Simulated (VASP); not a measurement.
# Si6SnO16 (a cell with a defect) in VASP: notebook

Runs on Si6SnO16 (a cell with a defect). Level: PBE. Tasks: single point.

Program: VASP 6.6.1. These are calculated values, not measurements. Logs are shortened: lines on timing, memory, paths and dates and some standing lists are left out, and cuts for length are marked.

## 1. The cell of the first run

The cell holds a defect, 23 atoms: a = 5.910 Å, b = 5.910 Å, c = 5.330 Å, α = 90.00°, β = 90.00°, γ = 90.00°.

## 2. Single point, PBE

The input, INCAR:

```
PREC = Accurate
ENCUT = 520
EDIFF = 1E-6
ISMEAR = 0
SIGMA = 0.05
LREAL = Auto
LASPH = T
NELM = 80
ALGO = Normal
ISIF = 2
LWAVE = F
LCHARG = F
GGA = PE
NBANDS = 84
```

The input, KPOINTS:

```
Automatic mesh
0
Gamma
  2 2 2
```

The input, POSCAR:

```
Si6SnO16
1.0
   -4.1790000000     -4.1790000000      0.0000000000
    4.1790000000     -4.1790000000      0.0000000000
    0.0000000000      0.0000000000      5.3298000000
Si O Sn
6 16 1
Direct
    0.4987950467      0.5287316344      0.0006371721
   -0.0002428811      0.5036982532      0.2546883560
    0.5000485762      0.5113687485      0.5089342940
   -0.0005756162      0.4999113424      0.7521901385
    0.0035154343      0.0164982053      0.0029635258
   -0.0036495573      0.0051233549      0.5056799505
    0.1914843264      0.5041684614      0.0038468610
   -0.0012019622      0.2008497248      0.2453574243
    0.8072894233      0.5029601579      0.0042260498
    0.0022579564      0.7999873175      0.2747540245
    0.1948554678      0.4913783202      0.5033050021
   -0.0018639627      0.2007431204      0.7577047919
    0.8045098110      0.4917976789      0.5028147398
    0.0012223020      0.7923697057      0.7219081391
    0.7581477626     -0.0840704714     -0.0228186799
    0.4998911223      0.7035221345      0.2578575181
    0.2507753051     -0.0741945441     -0.0239070884
    0.4979893515      0.3352999521      0.2497485834
    0.7100411582      0.0100571907      0.4932738564
    0.5001947834      0.6982256521      0.7453197118
    0.2835203398      0.0075117253      0.4952686780
    0.4994161283      0.3153378799      0.7671010169
    0.5063895669      0.0458870543      0.1045744681
```

Potentials or basis: VASP PAW PBE potentials, release 64 (Si, O, Sn_d).

Started as:

```
$ cat potpaw_PBE.64/Si/POTCAR potpaw_PBE.64/O/POTCAR potpaw_PBE.64/Sn_d/POTCAR > POTCAR
$ mpirun -np 1 vasp_std > vasp.out
```

OUTCAR:

```text
PREC = Accurate
   ENCUT = 520
   EDIFF = 1E-6
   ISMEAR = 0
   LREAL = Auto
   LASPH = T
   NELM = 80
   ISIF = 2
   GGA = PE

 ion  position               nearest neighbor table
   1  0.499  0.529  0.001-  20 1.69  16 1.72  18 1.75  22 1.77   7 1.82   9 1.83   3 2.62   3 2.71
                            23 2.91  23 3.11
   2  1.000  0.504  0.255-   7 1.75   9 1.75  10 1.75  13 1.76  11 1.76   8 1.79   4 2.65   4 2.68

   3  0.500  0.511  0.509-  20 1.68  18 1.73  16 1.76  22 1.80  13 1.80  11 1.81   1 2.62   1 2.71

   4  0.999  0.500  0.752-  14 1.74   7 1.76   9 1.76  13 1.76  11 1.76  12 1.77   2 2.65   2 2.68

   5  0.004  0.016  0.003-  17 1.56  15 1.57   8 1.69  12 1.70  10 1.93  14 2.00   6 2.65   6 2.68
                            23 2.99  23 3.03
   6  0.996  0.005  0.506-  19 1.69  21 1.70  14 1.71  10 1.73  12 1.77   8 1.81   5 2.65   5 2.68

   7  0.191  0.504  0.004-   2 1.75   4 1.76   1 1.82
   8  0.999  0.201  0.245-   5 1.69   2 1.79   6 1.81
   9  0.807  0.503  0.004-   2 1.75   4 1.76   1 1.83
  10  0.002  0.800  0.275-   6 1.73   2 1.75   5 1.93
  11  0.195  0.491  0.503-   2 1.76   4 1.76   3 1.81
  12  0.998  0.201  0.758-   5 1.70   4 1.77   6 1.77
  13  0.805  0.492  0.503-   2 1.76   4 1.76   3 1.80
  14  0.001  0.792  0.722-   6 1.71   4 1.74   5 2.00
  15  0.758  0.916  0.977-   5 1.57  23 1.81
  16  0.500  0.704  0.258-   1 1.72   3 1.76  23 2.18
  17  0.251  0.926  0.976-   5 1.56  23 1.80
  18  0.498  0.335  0.250-   3 1.73   1 1.75  23 1.88
  19  0.710  0.010  0.493-   6 1.69  23 2.41
  20  0.500  0.698  0.745-   3 1.68   1 1.69  23 2.81
  21  0.284  0.008  0.495-   6 1.70  23 2.47
  22  0.499  0.315  0.767-   1 1.77   3 1.80  23 2.40
  23  0.506  0.046  0.105-  17 1.80  15 1.81  18 1.88  16 2.18  22 2.40  19 2.41  21 2.47  20 2.81
                             1 2.91   5 2.99   5 3.03   1 3.11

  LATTYP: Found a simple tetragonal cell.
 ALAT       =     5.9099984772
 C/A-ratio  =     0.9018276435

  Lattice vectors:

 A1 = (  -4.1790000000,  -4.1790000000,   0.0000000000)
 A2 = (   4.1790000000,  -4.1790000000,   0.0000000000)
 A3 = (   0.0000000000,   0.0000000000,   5.3298000000)

Analysis of symmetry for initial positions (statically):
=====================================================================
 Subroutine PRICEL returns:
 Original cell was already a primitive cell.

 Routine SETGRP: Setting up the symmetry group for a
 simple tetragonal supercell.

 Subroutine GETGRP returns: Found  1 space group operations
 (whereof  1 operations were pure point group operations)
 out of a pool of 16 trial point group operations.

The static configuration has the point symmetry C_1 .

Analysis of symmetry for dynamics (positions and initial velocities):
=====================================================================
 Subroutine PRICEL returns:
 Original cell was already a primitive cell.

 Routine SETGRP: Setting up the symmetry group for a
 simple tetragonal supercell.

 Subroutine GETGRP returns: Found  1 space group operations
 (whereof  1 operations were pure point group operations)
 out of a pool of 16 trial point group operations.

The dynamic configuration has the point symmetry C_1 .

 Subroutine INISYM returns: Found  1 space group operations
 (whereof  1 operations are pure point group operations),
 and found     1 'primitive' translations

----------------------------------------------------------------------------------------

                                     Primitive cell

  volume of cell :     186.1597

  direct lattice vectors                    reciprocal lattice vectors
    -4.179000000 -4.179000000  0.000000000    -0.119645848 -0.119645848  0.000000000
     4.179000000 -4.179000000  0.000000000     0.119645848 -0.119645848  0.000000000
     0.000000000  0.000000000  5.329800000     0.000000000  0.000000000  0.187624301

  length of vectors
     5.909998477  5.909998477  5.329800000     0.169204781  0.169204781  0.187624301

  position of ions in fractional coordinates (direct lattice)
     0.498795047  0.528731634  0.000637172
     0.999757119  0.503698253  0.254688356
     0.500048576  0.511368748  0.508934294
     0.999424384  0.499911342  0.752190138
     0.003515434  0.016498205  0.002963526
     0.996350443  0.005123355  0.505679951
[... 15 lines left out ...]
     0.499416128  0.315337880  0.767101017
     0.506389567  0.045887054  0.104574468

  ion indices of the primitive-cell ions
   primitive index   ion index
                 1           1
                 2           2
                 3           3
                 4           4
                 5           5
                 6           6
[... 15 lines left out ...]
                22          22
                23          23

----------------------------------------------------------------------------------------

 KPOINTS: Automatic mesh

Automatic generation of k-mesh.
 Grid dimensions read from file:
 generate k-points for:    2    2    2

 Generating k-lattice:

  Cartesian coordinates                     Fractional coordinates (reciprocal lattice)
    -0.059822924 -0.059822924  0.000000000     0.500000000  0.000000000  0.000000000
     0.059822924 -0.059822924  0.000000000     0.000000000  0.500000000  0.000000000
     0.000000000  0.000000000  0.093812151     0.000000000  0.000000000  0.500000000

  Length of vectors
     0.084602391  0.084602391  0.093812151

  Shift w.r.t. Gamma in fractional coordinates (k-lattice)
     0.000000000  0.000000000  0.000000000

 Subroutine IBZKPT returns following result:
 ===========================================

 Found      8 irreducible k-points:

 Following reciprocal coordinates:
            Coordinates               Weight
  0.000000  0.000000  0.000000      1.000000
  0.500000  0.000000  0.000000      1.000000
  0.000000  0.500000  0.000000      1.000000
  0.500000  0.500000  0.000000      1.000000
  0.000000  0.000000  0.500000      1.000000
  0.500000  0.000000  0.500000      1.000000
  0.000000  0.500000  0.500000      1.000000
  0.500000  0.500000  0.500000      1.000000
   k-points           NKPTS =      8   k-points in BZ     NKDIM =      8   number of bands    NBANDS=     84
   number of dos      NEDOS =    301   number of ions     NIONS =     23
   total plane-waves  NPLWV =  92160
   dimension x,y,z NGX =    48 NGY =   48 NGZ =   40
   dimension x,y,z NGXF=    96 NGYF=   96 NGZF=   80
   ions per type =               6  16   1
   NGX,Y,Z   is equivalent  to a cutoff of  13.50, 13.50, 12.48 a.u.
   NGXF,Y,Z  is equivalent  to a cutoff of  27.00, 27.00, 24.95 a.u.
 SYSTEM =  unknown system
   PREC   = accura    normal or accurate (medium, high low for compatibility)
   ISTART =      0    job   : 0-new  1-cont  2-samecut
   ICHARG =      2    charge: 1-file 2-atom 10-const
   ISPIN  =      1    spin polarized calculation?
   LNONCOLLINEAR =      F non collinear calculations
   LSORBIT =      F    spin-orbit coupling
   LASPH  =      T    aspherical Exc in radial PAW
   ENCUT  =  520.0 eV  38.22 Ry    6.18 a.u.  10.99 10.99  9.91*2*pi/ulx,y,z
   NELM   =     80;   NELMIN=  2; NELMDL= -5     # of ELM steps
   EDIFF  = 0.1E-05   stopping-criterion for ELM
   LREAL  =      T    real-space projection
   EDIFFG = 0.1E-04   stopping-criterion for IOM
   NSW    =      0    number of steps for IOM
   IBRION =     -1    ionic relax: 0-MD 1-quasi-New 2-CG
   NFREE  =      0    steps in history (QN), initial steepest desc. (CG)
   ISIF   =      2    stress and relaxation
   ISYM   =      2    0-nonsym 1-usesym 2-fastsym
   POTIM  = 0.5000    time-step for ionic-motion
   TEBEG  =    0.0;   TEEND  =   0.0 temperature during run
   PSTRESS=    0.0 pullay stress
   NELECT =     134.0000    total number of electrons
   NUPDOWN=      -1.0000    fix difference up-down
   EMIN   =  10.00;   EMAX   =-10.00  energy-range for DOS
   EFERMI =   0.00;   METHOD = LEGACY
   ISMEAR =     0;   SIGMA  =   0.05  broadening in eV -4-tet -1-fermi 0-gaus
   EFERMI_NEDOS =   21; number of points for ismear=-14 and -15
   IALGO  =     38    algorithm
   IMIX   =      4    mixing-type and parameters
     AMIX     =   0.40;   BMIX     =  1.00
     AMIX_MAG =   1.60;   BMIX_MAG =  1.00
  volume/ion in A,a.u.               =       8.09        54.62
  Fermi-wavevector in a.u.,A,eV,Ry     =   1.467173  2.772554 29.287840  2.152595
  Thomas-Fermi vector in A             =   2.582822
   LORBIT       =      0    0 simple, 1 ext, 2 COOP (PROOUT), +10 PAW based schemes
   GGA     = PE    functional components
   LHFCALC =     F    Hartree Fock is set to
   AEXX    =    0.0000 exact exchange contribution
   IVDW    =     0    specifies the selected vdW correction
   LEPSILON=     F    determine dielectric tensor
   LRPA    =     F    only Hartree local field effects (RPA)
 non-spin polarized calculation
 Gauss-broadening in eV      SIGMA  =   0.05
  energy-cutoff  :      520.00
  volume of cell :      186.16
 maximum number of plane-waves:      5032
 NGX is ok and might be reduce to    48
   NGX = 21   NGY = 21   NGZ = 19

 number of electron     133.9999989 magnetization

 Free energy of the ion-electron system (eV)
  ---------------------------------------------------
  ext. energy  EPLUGINS =         0.00000000
  ---------------------------------------------------
  free energy    TOTEN  =      -154.62809787 eV

  energy without entropy =     -154.60629755  energy(sigma->0) =     -154.61719771

 E-fermi :   7.2046     XC(G=0): -12.1918

 val. band max:        7.1967772506   @ k =   0.5000   0.0000   0.5000
 cond. band min:       7.2172755037   @ k =   0.5000   0.5000   0.0000
 fundamental gap:      0.0204982531
 Fermi energy:         7.2045973692

 k-point     1 :       0.0000    0.0000    0.0000
  band No.  band energies     occupation
      1     -15.1302      2.00000
      2     -14.4553      2.00000
      3     -14.3106      2.00000
      4     -13.8441      2.00000
      5     -13.1660      2.00000
      6     -13.0957      2.00000
[... 71 lines left out ...]
     78      17.1127      0.00000
     79      17.1535      0.00000

 k-point     2 :       0.5000    0.0000    0.0000
  band No.  band energies     occupation
      1     -14.9392      2.00000
      2     -14.4370      2.00000
      3     -14.1513      2.00000
      4     -14.1231      2.00000
      5     -13.2631      2.00000
      6     -13.1067      2.00000
[... 71 lines left out ...]
     78      17.0789      0.00000
     79      17.2095      0.00000
[... 408 lines left out ...]
     78      17.4508      0.00000
     79      17.7713      0.00000

 k-point     8 :       0.5000    0.5000    0.5000
  band No.  band energies     occupation
      1     -14.5807      2.00000
      2     -14.2571      2.00000
      3     -14.1022      2.00000
      4     -13.4667      2.00000
      5     -13.4098      2.00000
      6     -13.3110      2.00000
[... 71 lines left out ...]
     78      17.7195      0.00000
     79      18.2383      0.00000
 [bands above 79 left out]

------------------------ aborting loop because EDIFF is reached ----------------------------------------

  FORCE on cell =-STRESS in cart. coord.  units (eV):
  Direction    XX          YY          ZZ          XY          YZ          ZX
  --------------------------------------------------------------------------------------
  -------------------------------------------------------------------------------------
  Total       46.8365842     45.4685995     26.4860236      5.0386653     -5.1019265      5.4220934
  in kB      403.0975385    391.3240230    227.9511006     43.3651091    -43.9095643     46.6650704
  external PRESSURE =     340.7908874 kB  Pullay stress =       0.0000000 kB

 VOLUME and BASIS-vectors are now :
 -----------------------------------------------------------------------------
  energy-cutoff  :      520.00
  volume of cell :      186.16
      direct lattice vectors                 reciprocal lattice vectors
    -4.179000000 -4.179000000  0.000000000    -0.119645848 -0.119645848  0.000000000
     4.179000000 -4.179000000  0.000000000     0.119645848 -0.119645848  0.000000000
     0.000000000  0.000000000  5.329800000     0.000000000  0.000000000  0.187624301

 POSITION                                       TOTAL-FORCE (eV/Angst)
 -----------------------------------------------------------------------------------
      0.12510     -4.29403      0.00340         0.012007     -0.004171     -0.125332
     -2.07303     -6.28294      1.35744         0.055235     -0.062252     -0.041481
      0.04731     -4.22671      2.71252        -0.013847      0.016945      0.113089
     -2.08747     -6.26572      4.00902        -0.059658      0.071243     -0.042439
      0.05426     -0.08364      0.01579        -0.001695     -0.007920     -0.069691
     -4.14234     -4.18516      2.69517        -0.011320      0.011618      0.061951
[... 15 lines left out ...]
     -0.76926     -3.40486      4.08849        -0.353861      0.311509      0.148735
     -1.92444     -2.30796      0.55736        -0.024417      0.031906      4.012698
 -----------------------------------------------------------------------------------
    total drift:                               -0.003424     -0.006528      0.011478

  FREE ENERGIE OF THE ION-ELECTRON SYSTEM (eV)
  ---------------------------------------------------
  free  energy   TOTEN  =      -154.6280978725 eV

  energy  without entropy=     -154.6062975517  energy(sigma->0) =     -154.61719771
```

Wall time 6.8 min (1 thread of Intel Xeon Platinum 8259CL at 2.50GHz (Skylake/Cascade Lake), shared host); peak memory 0.32 GiB.

Results:

| Item | Value |
| --- | --- |
| Free energy | -154.6281 eV |
| Pressure | 34.1 GPa |
| Largest force | 4.013 eV/Å |
| Band gap on the k mesh | zero (band 67 reaches 7.22 eV, above the bottom of band 68 at 7.06 eV) |

Forces in eV/Å, atoms in the order of the input:
```
Si   0.012 -0.004 -0.125
Si   0.055 -0.062 -0.041
Si  -0.014  0.017  0.113
Si  -0.060  0.071 -0.042
Si  -0.002 -0.008 -0.070
Si  -0.011  0.012  0.062
O   -0.013 -0.010 -0.030
O    0.004 -0.011 -0.125
O    0.014  0.015 -0.015
O    0.107 -0.134 -0.264
O   -0.015 -0.013 -0.052
O    0.025  0.006 -0.120
O    0.015  0.016 -0.072
O   -0.105  0.131 -0.239
O    0.003  0.019 -1.121
O    0.077 -0.067 -0.094
O   -0.043 -0.061 -1.145
O    0.359 -0.300  0.162
O    0.054  0.045 -0.456
O   -0.046  0.044 -0.116
O   -0.038 -0.049 -0.371
O   -0.354  0.312  0.149
Sn  -0.024  0.032  4.013
```

Stress tensor (GPa, compression positive):
```
40.31  4.34  4.67
 4.34 39.13 -4.39
 4.67 -4.39 22.80
```

Caveat: the k points lie up to 0.59 Å⁻¹ apart; spin-orbit coupling is left out, which moves the levels of the heavy elements.

(Continued in part 2 of 2.)
